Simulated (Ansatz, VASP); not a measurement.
# TlPb2: VASP beside Ansatz

```
Tl Pb
1.0
     0.00000    4.77694    4.77694
     4.77694    0.00000    4.77694
     4.77694    4.77694    0.00000
Tl Pb
2 4
Direct
  0.00000 0.00000 0.00000
  0.25000 0.25000 0.25000
  0.62500 0.62500 0.62500
  0.12500 0.62500 0.62500
  0.62500 0.12500 0.62500
  0.62500 0.62500 0.12500
```

Alike in both runs: task single point; functional PBE; k mesh 8 × 8 × 8; occupations gaussian, width 0.1 eV; no spin polarisation.

```csv
,VASP,Ansatz
version,VASP 6.6.1,Ansatz 0.2.0
potentials or method,"VASP PAW PBE potentials, release 64 (Tl_d, Pb_d), cutoff 520 eV","scalar-relativistic, plane waves, PAW"
valence electrons in the cell,82,82
```

|  | VASP | Ansatz | Ansatz less VASP |
| --- | --- | --- | --- |
| gap on the k mesh at the Fermi level (eV) | none | none | - |
| pressure (GPa) | -1.6 | -1.5 | +0.06 |

A gap of «none» marks a metal or a gap that the smearing closes. With one functional, cell and mesh, what is left measures potentials, basis and numerics.

Neither program's run includes spin-orbit coupling.
